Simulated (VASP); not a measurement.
# SiC (rocksalt type) (Fm-3m) in VASP: further runs

The runs below take SiC (rocksalt type) through single point, with r2SCAN.

Everything below comes from runs of VASP 6.6.1. Logs are shortened: lines on timing, memory, paths and dates and some standing lists are left out, and cuts for length are marked.

## (1) The cell of the first run

Symmetry: Fm-3m, No. 225, cubic system. The conventional cell has a = 3.739 Å, b = 3.739 Å, c = 3.739 Å, α = 90.00°, β = 90.00°, γ = 90.00°. Si (site symmetry m-3m) has 6 C at 1.87 Å within 2.5 Å. Within 2.5 Å of C (site symmetry m-3m) lie 6 Si at 1.87 Å.

## (2) Single point, r2SCAN (volume scaled by 0.8)

POSCAR reads:

```
SiC
1.0
    0.0000000000      1.8697025682      1.8697025682
    1.8697025682      0.0000000000      1.8697025682
    1.8697025682      1.8697025682      0.0000000000
Si C
1 1
Direct
    0.0000000000      0.0000000000      0.0000000000
    0.5000000000      0.5000000000      0.5000000000
```

INCAR.step1 reads:

```
SYSTEM = SiC
  PREC = Accurate
  ENCUT = 660
  ISMEAR = -1
  SIGMA = 0.1
  LREAL = .False.
  LASPH = .True.
  NELM = 120
  NBANDS = 11
  GGA = PE
  ALGO = Normal
  EDIFF = 1E-5
  LWAVE = .True.
  LCHARG = .False.
  GGA_COMPAT = .False.
```

INCAR.step2 reads:

```
SYSTEM = SiC
  PREC = Accurate
  ENCUT = 660
  EDIFF = 1E-6
  ISMEAR = -1
  SIGMA = 0.1
  LREAL = .False.
  LASPH = .True.
  NELM = 120
  ALGO = Normal
  ISIF = 2
  LWAVE = .False.
  LCHARG = .True.
  METAGGA = R2SCAN
  LMIXTAU = .True.
  LELF = .True.
  LVHAR = .True.
  NBANDS = 11
  ISTART = 1
  GGA_COMPAT = .False.
```

KPOINTS reads:

```
Automatic mesh
0
Gamma
  17 17 17
  0 0 0
```

Potentials or basis: VASP PAW PBE potentials, release 64 (Si, C).

Command:

```console
$ cat potpaw_PBE.64/Si/POTCAR potpaw_PBE.64/C/POTCAR > POTCAR
$ cp INCAR.step1 INCAR
$ mpirun -np 1 vasp_std > vasp.out
$ cp INCAR.step2 INCAR
$ mpirun -np 1 vasp_std > vasp.out
```

OUTCAR:

```text
SYSTEM = SiC
   PREC = Accurate
   ENCUT = 660
   EDIFF = 1E-6
   ISMEAR = -1
   LREAL = .False.
   LASPH = .True.
   NELM = 120
   ISIF = 2
   METAGGA = R2SCAN
   ISTART = 1

 ion  position               nearest neighbor table
   1  0.000  0.000  0.000-   2 1.87   2 1.87   2 1.87   2 1.87   2 1.87   2 1.87
   2  0.500  0.500  0.500-   1 1.87   1 1.87   1 1.87   1 1.87   1 1.87   1 1.87

  LATTYP: Found a face centered cubic cell.
 ALAT       =     3.7394051364

  Lattice vectors:

 A1 = (   0.0000000000,   1.8697025682,   1.8697025682)
 A2 = (   1.8697025682,   0.0000000000,   1.8697025682)
 A3 = (   1.8697025682,   1.8697025682,   0.0000000000)

Analysis of symmetry for initial positions (statically):
=====================================================================
 Subroutine PRICEL returns:
 Original cell was already a primitive cell.

 Routine SETGRP: Setting up the symmetry group for a
 face centered cubic supercell.

 Subroutine GETGRP returns: Found 48 space group operations
 (whereof 48 operations were pure point group operations)
 out of a pool of 48 trial point group operations.

The static configuration has the point symmetry O_h .

Analysis of symmetry for dynamics (positions and initial velocities):
=====================================================================
 Subroutine PRICEL returns:
 Original cell was already a primitive cell.

 Routine SETGRP: Setting up the symmetry group for a
 face centered cubic supercell.

 Subroutine GETGRP returns: Found 48 space group operations
 (whereof 48 operations were pure point group operations)
 out of a pool of 48 trial point group operations.

The dynamic configuration has the point symmetry O_h .

 Subroutine INISYM returns: Found 48 space group operations
 (whereof 48 operations are pure point group operations),
 and found     1 'primitive' translations

----------------------------------------------------------------------------------------

                                     Primitive cell

  volume of cell :      13.0722

  direct lattice vectors                    reciprocal lattice vectors
     0.000000000  1.869702568  1.869702568    -0.267422214  0.267422214  0.267422214
     1.869702568  0.000000000  1.869702568     0.267422214 -0.267422214  0.267422214
     1.869702568  1.869702568  0.000000000     0.267422214  0.267422214 -0.267422214

  length of vectors
     2.644158730  2.644158730  2.644158730     0.463188861  0.463188861  0.463188861

  position of ions in fractional coordinates (direct lattice)
     0.000000000  0.000000000  0.000000000
     0.500000000  0.500000000  0.500000000

  ion indices of the primitive-cell ions
   primitive index   ion index
[... 80 lines left out ...]
   ISIF   =      2    stress and relaxation
   ISYM   =      2    0-nonsym 1-usesym 2-fastsym
   POTIM  = 0.5000    time-step for ionic-motion
   TEBEG  =    0.0;   TEEND  =   0.0 temperature during run
   PSTRESS=    0.0 pullay stress
   NELECT =       8.0000    total number of electrons
   NUPDOWN=      -1.0000    fix difference up-down
   EMIN   =  10.00;   EMAX   =-10.00  energy-range for DOS
   EFERMI =   0.00;   METHOD = LEGACY
   ISMEAR =    -1;   SIGMA  =   0.10  broadening in eV -4-tet -1-fermi 0-gaus
   EFERMI_NEDOS =   21; number of points for ismear=-14 and -15
   IALGO  =     38    algorithm
   IMIX   =      4    mixing-type and parameters
     AMIX     =   0.40;   BMIX     =  1.00
     AMIX_MAG =   1.60;   BMIX_MAG =  1.00
  volume/ion in A,a.u.               =       6.54        44.11
  Fermi-wavevector in a.u.,A,eV,Ry     =   1.389917  2.626563 26.284690  1.931870
  Thomas-Fermi vector in A             =   2.513902
   LORBIT       =      0    0 simple, 1 ext, 2 COOP (PROOUT), +10 PAW based schemes
   METAGGA = R2SCAN    functional components
   LHFCALC =     F    Hartree Fock is set to
   AEXX    =    0.0000 exact exchange contribution
   IVDW    =     0    specifies the selected vdW correction
   LEPSILON=     F    determine dielectric tensor
   LRPA    =     F    only Hartree local field effects (RPA)
 non-spin polarized calculation
  energy-cutoff  :      660.00
  volume of cell :       13.07
 maximum number of plane-waves:       531
 NGX is ok and might be reduce to    24
   NGX = 11   NGY = 11   NGZ = 11

 number of electron       8.0000000 magnetization

 Free energy of the ion-electron system (eV)
  ---------------------------------------------------
  ext. energy  EPLUGINS =         0.00000000
  ---------------------------------------------------
  free energy    TOTEN  =       -16.84588034 eV

  energy without entropy =      -16.84585854  energy(sigma->0) =      -16.84586944

 E-fermi :  17.1232     XC(G=0): -14.6048

 val. band max:       16.4357549984   @ k =   0.0000   0.0000   0.0000
 cond. band min:      17.6997645426   @ k =   0.4706   0.4706   0.0000
 fundamental gap:      1.2640095441
 Fermi energy:        17.1232444674

 k-point     1 :       0.0000    0.0000    0.0000
  band No.  band energies     occupation
      1      -6.0873      2.00000
      2      16.4358      1.99794
      3      16.4358      1.99794
      4      16.4358      1.99794
      5      25.9015      0.00000
      6      25.9015      0.00000
      7      25.9015      0.00000
      8      29.5840      0.00000
      9      32.1710      0.00000
     10      32.1710      0.00000
     11      33.8016      0.00000
[... 309 lines left out ...]
 k-point    24 :      -0.1176    0.0588    0.0000
  band No.  band energies     occupation
      1      -5.4378      2.00000
      2      13.7584      2.00000
      3      15.1065      2.00000
      4      16.2947      1.99950
      5      25.4358      0.00000
      6      26.5723      0.00000
      7      27.1546      0.00000
      8      28.0491      0.00000
      9      29.7496      0.00000
     10      31.1918      0.00000
     11      33.6981      0.00000

 [... further k-points ...]
[... 5 lines left out ...]
  --------------------------------------------------------------------------------------
  -------------------------------------------------------------------------------------
  Total        7.9280447      7.9280447      7.9280447     -0.0000000     -0.0000000      0.0000000
  in kB      971.6930589    971.6930589    971.6930589     -0.0000000     -0.0000000      0.0000000
  external PRESSURE =     971.6930589 kB  Pullay stress =       0.0000000 kB

 VOLUME and BASIS-vectors are now :
 -----------------------------------------------------------------------------
  energy-cutoff  :      660.00
  volume of cell :       13.07
      direct lattice vectors                 reciprocal lattice vectors
     0.000000000  1.869702568  1.869702568    -0.267422214  0.267422214  0.267422214
     1.869702568  0.000000000  1.869702568     0.267422214 -0.267422214  0.267422214
     1.869702568  1.869702568  0.000000000     0.267422214  0.267422214 -0.267422214

 POSITION                                       TOTAL-FORCE (eV/Angst)
 -----------------------------------------------------------------------------------
      0.00000      0.00000      0.00000         0.000000     -0.000000     -0.000000
      1.86970      1.86970      1.86970        -0.000000      0.000000      0.000000
 -----------------------------------------------------------------------------------
    total drift:                               -0.000000     -0.000000      0.000000

  FREE ENERGIE OF THE ION-ELECTRON SYSTEM (eV)
  ---------------------------------------------------
  free  energy   TOTEN  =       -16.8458803361 eV

  energy  without entropy=      -16.8458585351  energy(sigma->0) =      -16.84586944
```

It took 84 s on 1 thread of Intel Xeon 6975P-C, shared host; peak memory 0.16 GiB.

Results:

```
Free energy            : -16.8459 eV
Pressure               : 97.2 GPa
Band gap on the k mesh : 1.26 eV, indirect (least direct gap 6.84 eV)
```

Levels at points of the mesh, in eV from the valence-band top:
| k point | band 2 | band 3 | band 4 | band 5 | band 6 | band 7 |
| --- | --- | --- | --- | --- | --- | --- |
| (0.00, 0.00, 0.00) | 0.00 | 0.00 | 0.00 | 9.47 | 9.47 | 9.47 |

Caveat: the PAW data sets were made with another functional, which shifts forces and pressure a little. A k mesh can miss the band edges.

## (3) Single point, r2SCAN (volume scaled by 0.88)

POSCAR reads:

```
SiC
1.0
    0.0000000000      1.9300567830      1.9300567830
    1.9300567830      0.0000000000      1.9300567830
    1.9300567830      1.9300567830      0.0000000000
Si C
1 1
Direct
    0.0000000000      0.0000000000      0.0000000000
    0.5000000000      0.5000000000      0.5000000000
```

INCAR.step1 reads:

```
PREC = Accurate
ENCUT = 660
ISMEAR = -1
SIGMA = 0.1
LREAL = False
LASPH = True
NELM = 120
NBANDS = 11
GGA = PE
ALGO = Normal
EDIFF = 1E-5
LWAVE = True
LCHARG = False
GGA_COMPAT = False
```

INCAR.step2 reads:

```
PREC = Accurate
ENCUT = 660
EDIFF = 1E-6
ISMEAR = -1
SIGMA = 0.1
LREAL = False
LASPH = True
NELM = 120
ALGO = Normal
ISIF = 2
LWAVE = False
LCHARG = False
METAGGA = R2SCAN
LMIXTAU = True
NBANDS = 11
ISTART = 1
GGA_COMPAT = False
```

KPOINTS reads:

```
Automatic mesh
0
Gamma
  17 17 17
```

Potentials or basis: VASP PAW PBE potentials, release 64 (Si, C).

Command:

```console
$ cat potpaw_PBE.64/Si/POTCAR potpaw_PBE.64/C/POTCAR > POTCAR
$ cp INCAR.step1 INCAR
$ mpirun -np 1 vasp_std > vasp.out
$ cp INCAR.step2 INCAR
$ mpirun -np 1 vasp_std > vasp.out
```

It took 81 s on 1 thread of Intel Xeon 6975P-C, shared host; peak memory 0.17 GiB.

The run converged. Its results:

```yaml
Free_energy: -17.4157 eV
Pressure: 45.4 GPa
Band_gap_on_the_k_mesh: 0.41 eV, indirect (least direct gap 5.57 eV)
```

Levels at points of the mesh, in eV from the valence-band top:
| k point | band 1 | band 2 | band 3 | band 4 | band 5 | band 6 | band 7 | band 8 | band 9 |
| --- | --- | --- | --- | --- | --- | --- | --- | --- | --- |
| (0.00, 0.00, 0.00) | -21.25 | -0.01 | -0.01 | -0.01 | 9.43 | 9.43 | 9.43 | 11.00 | 15.22 |

Caveat: the PAW data sets were made with another functional, which shifts forces and pressure a little. A k mesh can miss the band edges.

## (4) Single point, r2SCAN (volume scaled by 0.94)

POSCAR reads:

```
SiC
1.0
    0.0000000000      1.9729609072      1.9729609072
    1.9729609072      0.0000000000      1.9729609072
    1.9729609072      1.9729609072      0.0000000000
Si C
1 1
Direct
    0.0000000000      0.0000000000      0.0000000000
    0.5000000000      0.5000000000      0.5000000000
```

INCAR.step1 reads:

```
  PREC = Accurate
  ENCUT = 660
  ISMEAR = -1
  SIGMA = 0.1
  LREAL = F
  LASPH = T
  NELM = 120
  NBANDS = 11
  GGA = PE
  ALGO = Normal
  EDIFF = 1E-5
  LWAVE = T
  LCHARG = F
  GGA_COMPAT = F
```

INCAR.step2 reads:

```
  PREC = Accurate
  ENCUT = 660
  EDIFF = 1E-6
  ISMEAR = -1
  SIGMA = 0.1
  LREAL = F
  LASPH = T
  NELM = 120
  ALGO = Normal
  ISIF = 2
  LWAVE = F
  LCHARG = F
  METAGGA = R2SCAN
  LMIXTAU = T
  NBANDS = 11
  ISTART = 1
  GGA_COMPAT = F
```

KPOINTS is that of step 3.

Command:

```console
$ cat potpaw_PBE.64/Si/POTCAR potpaw_PBE.64/C/POTCAR > POTCAR
$ cp INCAR.step1 INCAR
$ mpirun -np 1 vasp_std > vasp.out
$ cp INCAR.step2 INCAR
$ mpirun -np 1 vasp_std > vasp.out
```

It took 82 s on 1 thread of Intel Xeon 6975P-C, shared host; peak memory 0.17 GiB.

It converged, with:

```yaml
Free_energy: -17.6099 eV
Pressure: 18.9 GPa
Band_gap_on_the_k_mesh: zero (band 4 reaches 13.67 eV, above the bottom of band 5 at 13.54 eV)
```

Levels at points of the mesh, in eV from the Fermi level:
| k point | band 1 | band 2 | band 3 | band 4 | band 5 | band 6 | band 7 | band 8 | band 9 |
| --- | --- | --- | --- | --- | --- | --- | --- | --- | --- |
| (0.00, 0.00, 0.00) | -20.53 | -0.14 | -0.14 | -0.14 | 9.28 | 9.28 | 9.28 | 9.50 | 14.64 |

Caveat: the PAW data sets were made with another functional, which shifts forces and pressure a little.

## (5) The runs side by side

| cell | gap on the mesh (eV) | pressure (GPa) |
| --- | --- | --- |
| a = 2.644 Å, angles 60.0°, 2 atoms | 1.26 | 97.2 |
| a = 2.730 Å, angles 60.0°, 2 atoms | 0.41 | 45.4 |
| a = 2.790 Å, angles 60.0°, 2 atoms | none | 18.9 |

Alike in all rows: task single point; level r2SCAN; potentials or basis VASP PAW PBE potentials, release 64 (Si, C); no spin polarisation; k mesh 17 × 17 × 17; cutoff (eV) 660; smearing fermi-dirac 0.1 eV.

Caveats: the PAW data sets were made with another functional, which shifts forces and pressure a little.

Absolute energies hang on the potentials; compare differences alone.
